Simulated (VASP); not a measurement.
# InAs (I4/mmm) in VASP: further runs

InAs is run at these levels: LDA; tasks: single point.

Program: VASP 6.6.1. These are calculated values, not measurements. Logs are shortened: lines on timing, memory, paths and dates and some standing lists are left out, and cuts for length are marked.

### 1 The cell of the first run

The structure is tetragonal, space group I4/mmm (No. 139). Conventional cell: a = 4.015 Å, b = 4.015 Å, c = 5.911 Å, α = 90.00°, β = 90.00°, γ = 90.00°. In (site symmetry 4/mmm) has 6 As at 2.84 to 2.96 Å within 3.7 Å. As (site symmetry 4/mmm) has 6 In at 2.84 to 2.96 Å within 3.7 Å.

### 2 Single point, LDA

The input, INCAR:

```
SYSTEM = InAs
PREC = Accurate ; ENCUT = 520
EDIFF = 1E-6 ; ISMEAR = 0
SIGMA = 0.05 ; LREAL = .False.
LASPH = .True. ; NELM = 60
ALGO = Normal ; ISIF = 2
LWAVE = .False. ; LCHARG = .False.
NBANDS = 16
```

The input, KPOINTS:

```
Automatic mesh
0
Gamma
  6 6 6
  0 0 0
```

The input, POSCAR:

```
InAs
1.0
    0.0000000000      2.8389360000      2.9555903031
    2.8389360000      0.0000000000      2.9555903031
    2.8389360000      2.8389360000      0.0000000000
In As
1 1
Direct
    0.5000000000      0.5000000000      0.5000000000
    0.0000000000      0.0000000000      0.0000000000
```

Potentials or basis: VASP PAW LDA potentials, release 64 (In_d, As).

The run is started by

```sh
cat potpaw_LDA.64/In_d/POTCAR potpaw_LDA.64/As/POTCAR > POTCAR
mpirun -np 1 vasp_std > vasp.out
```

OUTCAR:

```text
SYSTEM = InAs
   PREC = Accurate
   ENCUT = 520
   EDIFF = 1E-6
   ISMEAR = 0
   LREAL = .False.
   LASPH = .True.
   NELM = 60
   ISIF = 2

 ion  position               nearest neighbor table
   1  0.500  0.500  0.500-   2 2.84   2 2.84   2 2.84   2 2.84   2 2.96   2 2.96
   2  0.000  0.000  0.000-   1 2.84   1 2.84   1 2.84   1 2.84   1 2.96   1 2.96

  LATTYP: Found a body centered tetragonal cell.
 ALAT       =     4.0148617939
 C/A-ratio  =     1.4723248046

  Lattice vectors:

 A1 = (  -2.8389360000,   0.0000000000,   2.9555903031)
 A2 = (   2.8389360000,   0.0000000000,   2.9555903031)
 A3 = (   0.0000000000,   2.8389360000,  -2.9555903031)

Analysis of symmetry for initial positions (statically):
=====================================================================
 Subroutine PRICEL returns:
 Original cell was already a primitive cell.

 Routine SETGRP: Setting up the symmetry group for a
 body centered tetragonal supercell.

 Subroutine GETGRP returns: Found 16 space group operations
 (whereof 16 operations were pure point group operations)
 out of a pool of 16 trial point group operations.

The static configuration has the point symmetry D_4h.

Analysis of symmetry for dynamics (positions and initial velocities):
=====================================================================
 Subroutine PRICEL returns:
 Original cell was already a primitive cell.

 Routine SETGRP: Setting up the symmetry group for a
 body centered tetragonal supercell.

 Subroutine GETGRP returns: Found 16 space group operations
 (whereof 16 operations were pure point group operations)
 out of a pool of 16 trial point group operations.

The dynamic configuration has the point symmetry D_4h.

 Subroutine INISYM returns: Found 16 space group operations
 (whereof 16 operations are pure point group operations),
 and found     1 'primitive' translations

----------------------------------------------------------------------------------------

                                     Primitive cell

  volume of cell :      47.6415

  direct lattice vectors                    reciprocal lattice vectors
     0.000000000  2.838936000  2.955590303    -0.176122322  0.176122322  0.169170943
     2.838936000  0.000000000  2.955590303     0.176122322 -0.176122322  0.169170943
     2.838936000  2.838936000  0.000000000     0.176122322  0.176122322 -0.169170943

  length of vectors
     4.098179065  4.098179065  4.014861794     0.301092930  0.301092930  0.301092930

  position of ions in fractional coordinates (direct lattice)
[... 73 lines left out ...]
   ISPIN  =      1    spin polarized calculation?
   LNONCOLLINEAR =      F non collinear calculations
   LSORBIT =      F    spin-orbit coupling
   LASPH  =      T    aspherical Exc in radial PAW
   ENCUT  =  520.0 eV  38.22 Ry    6.18 a.u.   7.62  7.62  7.46*2*pi/ulx,y,z
   NELM   =     60;   NELMIN=  2; NELMDL= -5     # of ELM steps
   EDIFF  = 0.1E-05   stopping-criterion for ELM
   LREAL  =      F    real-space projection
[... 7 lines left out ...]
   TEBEG  =    0.0;   TEEND  =   0.0 temperature during run
   PSTRESS=    0.0 pullay stress
   NELECT =      18.0000    total number of electrons
   NUPDOWN=      -1.0000    fix difference up-down
   EMIN   =  10.00;   EMAX   =-10.00  energy-range for DOS
   EFERMI =   0.00;   METHOD = LEGACY
   ISMEAR =     0;   SIGMA  =   0.05  broadening in eV -4-tet -1-fermi 0-gaus
   EFERMI_NEDOS =   21; number of points for ismear=-14 and -15
   IALGO  =     38    algorithm
   IMIX   =      4    mixing-type and parameters
     AMIX     =   0.40;   BMIX     =  1.00
     AMIX_MAG =   1.60;   BMIX_MAG =  1.00
  volume/ion in A,a.u.               =      23.82       160.75
  Fermi-wavevector in a.u.,A,eV,Ry     =   1.183506  2.236502 19.057501  1.400687
  Thomas-Fermi vector in A             =   2.319739
   LORBIT       =      0    0 simple, 1 ext, 2 COOP (PROOUT), +10 PAW based schemes
   GGA     = CA    functional components
   LHFCALC =     F    Hartree Fock is set to
   AEXX    =    0.0000 exact exchange contribution
   IVDW    =     0    specifies the selected vdW correction
   LEPSILON=     F    determine dielectric tensor
   LRPA    =     F    only Hartree local field effects (RPA)
 non-spin polarized calculation
 Gauss-broadening in eV      SIGMA  =   0.05
  energy-cutoff  :      520.00
  volume of cell :       47.64
 maximum number of plane-waves:      1307
   NGX = 15   NGY = 15   NGZ = 15

 number of electron      17.9999998 magnetization

 Free energy of the ion-electron system (eV)
  ---------------------------------------------------
  ext. energy  EPLUGINS =         0.00000000
  ---------------------------------------------------
  free energy    TOTEN  =        -8.71684969 eV

  energy without entropy =       -8.71470142  energy(sigma->0) =       -8.71577556

 E-fermi :   5.8178     XC(G=0): -10.3331

 val. band max:        5.7857916922   @ k =   0.3333   0.0000   0.0000
 cond. band min:       5.8213468046   @ k =   0.3333   0.0000   0.0000
 fundamental gap:      0.0355551124
 Fermi energy:         5.8177616170

 k-point     1 :       0.0000    0.0000    0.0000
  band No.  band energies     occupation
      1      -8.5028      2.00000
      2      -8.4927      2.00000
      3      -8.4858      2.00000
      4      -8.4622      2.00000
      5      -8.4622      2.00000
      6      -6.3584      2.00000
[... 433 lines left out ...]
      3      -8.4700      2.00000
      4      -8.4078      2.00000
      5      -8.3993      2.00000
      6      -4.0163      2.00000
[... 8 lines left out ...]
     15      18.2778      0.00000
     16      19.1944      0.00000

 [... further k-points ...]

------------------------ aborting loop because EDIFF is reached ----------------------------------------

  FORCE on cell =-STRESS in cart. coord.  units (eV):
  Direction    XX          YY          ZZ          XY          YZ          ZX
  --------------------------------------------------------------------------------------
  -------------------------------------------------------------------------------------
  Total       -1.1853410     -1.1853410     -1.9449864      0.0000000      0.0000000     -0.0000000
  in kB      -39.8628592    -39.8628592    -65.4096333      0.0000000      0.0000000     -0.0000000
  external PRESSURE =     -48.3784505 kB  Pullay stress =       0.0000000 kB

 VOLUME and BASIS-vectors are now :
 -----------------------------------------------------------------------------
  energy-cutoff  :      520.00
  volume of cell :       47.64
      direct lattice vectors                 reciprocal lattice vectors
     0.000000000  2.838936000  2.955590303    -0.176122322  0.176122322  0.169170943
     2.838936000  0.000000000  2.955590303     0.176122322 -0.176122322  0.169170943
     2.838936000  2.838936000  0.000000000     0.176122322  0.176122322 -0.169170943

 POSITION                                       TOTAL-FORCE (eV/Angst)
 -----------------------------------------------------------------------------------
      2.83894      2.83894      2.95559         0.000000      0.000000     -0.000000
      0.00000      0.00000      0.00000         0.000000      0.000000      0.000000
 -----------------------------------------------------------------------------------
    total drift:                                0.000000      0.000000      0.000000

  FREE ENERGIE OF THE ION-ELECTRON SYSTEM (eV)
  ---------------------------------------------------
  free  energy   TOTEN  =        -8.7168496945 eV

  energy  without entropy=       -8.7147014187  energy(sigma->0) =       -8.71577556
```

OSZICAR:

```text
N       E                     dE             d eps       ncg     rms          rms(c)
DAV:   1     0.101539985841E+03    0.10154E+03   -0.89908E+03   968   0.129E+03
DAV:   2    -0.274356515137E+01   -0.10428E+03   -0.10009E+03  1040   0.296E+02
DAV:   3    -0.876109584816E+01   -0.60175E+01   -0.59732E+01  1280   0.667E+01
DAV:   4    -0.888788575705E+01   -0.12679E+00   -0.12676E+00  1136   0.107E+01
DAV:   5    -0.889359327508E+01   -0.57075E-02   -0.57074E-02  1432   0.203E+00    0.376E+00
DAV:   6    -0.873474542809E+01    0.15885E+00   -0.24753E-01  1408   0.866E+00    0.201E+00
DAV:   7    -0.871874244493E+01    0.16003E-01   -0.54186E-02  1384   0.240E+00    0.562E-01
DAV:   8    -0.871695403477E+01    0.17884E-02   -0.49034E-03  1288   0.953E-01    0.140E-01
DAV:   9    -0.871685274080E+01    0.10129E-03   -0.39147E-04  1328   0.269E-01    0.814E-02
DAV:  10    -0.871685000990E+01    0.27309E-05   -0.29092E-05  1448   0.514E-02    0.473E-02
DAV:  11    -0.871684969453E+01    0.31537E-06   -0.66421E-06  1336   0.393E-02
   1 F= -.87168497E+01 E0= -.87157756E+01  d E =-.214828E-02
```

stdout:

```text
POSCAR found type information on POSCAR InAs
 POSCAR found :  2 types and       2 ions
 scaLAPACK will be used
 LDA part: xc-table for (Slater(with rela. corr.)+CA(PZ))
 , standard interpolation
 POSCAR, INCAR and KPOINTS ok, starting setup
 FFT: planning ... GRIDC
 FFT: planning ... GRID_SOFT
 FFT: planning ... GRID
 WAVECAR not read
 entering main loop
```

Run time: 34 s. Hardware: 1 thread of Intel Xeon 8259CL, shared host; peak memory 0.16 GiB.

What came out:

| Item | Value |
| --- | --- |
| Free energy | -8.7168 eV |
| Pressure | -4.8 GPa |
| Band gap on the k mesh | zero (band 9 reaches 6.15 eV, above the bottom of band 10 at 3.63 eV) |

Stress tensor (GPa, compression positive):
```
-3.99  0.00  0.00
 0.00 -3.99  0.00
 0.00  0.00 -6.54
```

Caveat: spin-orbit coupling is left out, which moves the levels of the heavy elements.

### 3 Single point, LDA

The input, INCAR:

```
PREC = Accurate
ENCUT = 520
EDIFF = 1E-6
ISMEAR = 0
SIGMA = 0.05
LREAL = False
LASPH = True
NELM = 60
ALGO = Normal
ISIF = 2
LWAVE = False
LCHARG = False
NBANDS = 16
```

The input, KPOINTS:

```
Automatic mesh
0
Gamma
  6 6 6
```

The input, POSCAR:

```
InAs
1.0
    0.0000000000      2.8581180000      2.9160510788
    2.8581180000      0.0000000000      2.9160510788
    2.8581180000      2.8581180000      0.0000000000
In As
1 1
Direct
    0.5000000000      0.5000000000      0.5000000000
    0.0000000000      0.0000000000      0.0000000000
```

Potentials or basis: VASP PAW LDA potentials, release 64 (In_d, As).

The run is started by

```sh
cat potpaw_LDA.64/In_d/POTCAR potpaw_LDA.64/As/POTCAR > POTCAR
mpirun -np 1 vasp_std > vasp.out
```

OUTCAR:

```text
PREC = Accurate
   ENCUT = 520
   EDIFF = 1E-6
   ISMEAR = 0
   LREAL = False
   LASPH = True
   NELM = 60
   ISIF = 2

 ion  position               nearest neighbor table
   1  0.500  0.500  0.500-   2 2.86   2 2.86   2 2.86   2 2.86   2 2.92   2 2.92
   2  0.000  0.000  0.000-   1 2.86   1 2.86   1 2.86   1 2.86   1 2.92   1 2.92

  LATTYP: Found a body centered tetragonal cell.
 ALAT       =     4.0419892385
 C/A-ratio  =     1.4428791898

  Lattice vectors:

[... 643 lines left out ...]
------------------------ aborting loop because EDIFF is reached ----------------------------------------

  FORCE on cell =-STRESS in cart. coord.  units (eV):
  Direction    XX          YY          ZZ          XY          YZ          ZX
  --------------------------------------------------------------------------------------
  -------------------------------------------------------------------------------------
  Total       -1.3694087     -1.3694087     -1.7104552      0.0000000     -0.0000000      0.0000000
  in kB      -46.0530334    -46.0530334    -57.5223793      0.0000000     -0.0000000      0.0000000
  external PRESSURE =     -49.8761487 kB  Pullay stress =       0.0000000 kB

 VOLUME and BASIS-vectors are now :
 -----------------------------------------------------------------------------
  energy-cutoff  :      520.00
  volume of cell :       47.64
      direct lattice vectors                 reciprocal lattice vectors
     0.000000000  2.858118000  2.916051079    -0.174940293  0.174940293  0.171464761
     2.858118000  0.000000000  2.916051079     0.174940293 -0.174940293  0.171464761
     2.858118000  2.858118000  0.000000000     0.174940293  0.174940293 -0.171464761

 POSITION                                       TOTAL-FORCE (eV/Angst)
 -----------------------------------------------------------------------------------
      2.85812      2.85812      2.91605         0.000000      0.000000      0.000000
      0.00000      0.00000      0.00000         0.000000      0.000000     -0.000000
 -----------------------------------------------------------------------------------
    total drift:                                0.000000      0.000000      0.000000

  FREE ENERGIE OF THE ION-ELECTRON SYSTEM (eV)
  ---------------------------------------------------
  free  energy   TOTEN  =        -8.7242626247 eV

  energy  without entropy=       -8.7212079571  energy(sigma->0) =       -8.72273529
```

OSZICAR:

```text
N       E                     dE             d eps       ncg     rms          rms(c)
DAV:   1     0.104351380799E+03    0.10435E+03   -0.89626E+03   968   0.133E+03
DAV:   2    -0.221661733779E+01   -0.10657E+03   -0.10208E+03  1040   0.302E+02
DAV:   3    -0.875523978153E+01   -0.65386E+01   -0.64501E+01  1224   0.702E+01
DAV:   4    -0.889398019105E+01   -0.13874E+00   -0.13871E+00  1128   0.109E+01
DAV:   5    -0.889983737268E+01   -0.58572E-02   -0.58571E-02  1408   0.211E+00    0.376E+00
DAV:   6    -0.874206448046E+01    0.15777E+00   -0.24634E-01  1384   0.858E+00    0.199E+00
DAV:   7    -0.872613243599E+01    0.15932E-01   -0.52959E-02  1440   0.238E+00    0.557E-01
DAV:   8    -0.872436364599E+01    0.17688E-02   -0.48093E-03  1272   0.945E-01    0.140E-01
DAV:   9    -0.872426587133E+01    0.97775E-04   -0.38249E-04  1328   0.264E-01    0.792E-02
DAV:  10    -0.872426292731E+01    0.29440E-05   -0.27726E-05  1432   0.503E-02    0.442E-02
DAV:  11    -0.872426262472E+01    0.30259E-06   -0.70298E-06  1312   0.416E-02
   1 F= -.87242626E+01 E0= -.87227353E+01  d E =-.305467E-02
```

Wall time 34 s (1 thread of Intel Xeon 8259CL, shared host); peak memory 0.16 GiB.

Results:

| Property | Result |
| --- | --- |
| Free energy | -8.7243 eV |
| Pressure | -5.0 GPa |
| Band gap on the k mesh | zero (band 9 reaches 6.15 eV, above the bottom of band 10 at 3.58 eV) |

Caveat: spin-orbit coupling is left out, which moves the levels of the heavy elements.

### 4 Single point, LDA

The input, INCAR:

```
SYSTEM = InAs
PREC = Accurate
ENCUT = 520
EDIFF = 1E-6
ISMEAR = 0
SIGMA = 0.05
LREAL = .False.
LASPH = .True.
NELM = 60
ALGO = Normal
ISIF = 2
LWAVE = .False.
LCHARG = .True.
GGA = CA
LELF = .True.
LVHAR = .True.
NBANDS = 16
```

The input, KPOINTS:

```
Automatic mesh
0
Gamma
  6 6 6
  0 0 0
```

The input, POSCAR:

```
InAs
1.0
    0.0000000000      2.8964820000      2.8393162581
    2.8964820000      0.0000000000      2.8393162581
    2.8964820000      2.8964820000      0.0000000000
In As
1 1
Direct
    0.5000000000      0.5000000000      0.5000000000
    0.0000000000      0.0000000000      0.0000000000
```

The run is started by

```sh
cat potpaw_LDA.64/In_d/POTCAR potpaw_LDA.64/As/POTCAR > POTCAR
mpirun -np 1 vasp_std > vasp.out
```

It took 40 s on 1 thread of Intel Xeon 8259CL, shared host; peak memory 0.16 GiB.

It converged, with:

| Property | Result |
| --- | --- |
| Free energy | -8.7231 eV |
| Pressure | -4.9 GPa |
| Band gap on the k mesh | zero (band 9 reaches 6.15 eV, above the bottom of band 10 at 3.48 eV) |

Stress tensor (GPa, compression positive):
```
-5.52  0.00  0.00
 0.00 -5.52  0.00
 0.00  0.00 -3.61
```

Levels at points of the mesh, in eV from the Fermi level:
```tsv
k point	band 5	band 6	band 7	band 8	band 9	band 10	band 11	band 12	band 13	band 14
(0.00, 0.00, 0.00)	-14.26	-12.16	-0.87	-0.38	-0.17	-0.17	7.12	7.12	7.14	7.14
(0.50, 0.00, 0.00)	-14.22	-10.50	-6.60	0.12	0.20	2.00	3.09	3.26	4.26	10.53
(0.50, 0.50, 0.00)	-14.19	-9.52	-4.75	-3.20	-2.32	-2.32	3.80	8.94	8.94	9.96
(0.50, 0.00, 0.50)	-14.19	-9.67	-4.73	-3.05	-2.36	-2.12	3.89	8.74	9.34	9.78
```

Caveat: spin-orbit coupling is left out, which moves the levels of the heavy elements.

### 5 The runs side by side

| cell | gap on the mesh (eV) | pressure (GPa) |
| --- | --- | --- |
| a = 4.098, b = 4.098, c = 4.015 Å, angles 60.7, 60.7, 58.7°, 2 atoms | none | -4.8 |
| a = 4.083, b = 4.083, c = 4.042 Å, angles 60.3, 60.3, 59.3°, 2 atoms | none | -5.0 |
| a = 4.056, b = 4.056, c = 4.096 Å, angles 59.7, 59.7, 60.7°, 2 atoms | none | -4.9 |

Alike in all rows: task single point; level LDA; potentials or basis VASP PAW LDA potentials, release 64 (In_d, As); no spin polarisation; k mesh 6 × 6 × 6; cutoff (eV) 520; smearing gaussian 0.05 eV.

Caveats: spin-orbit coupling is left out, which moves the levels of the heavy elements.

Absolute energies hang on the potentials; compare differences alone.
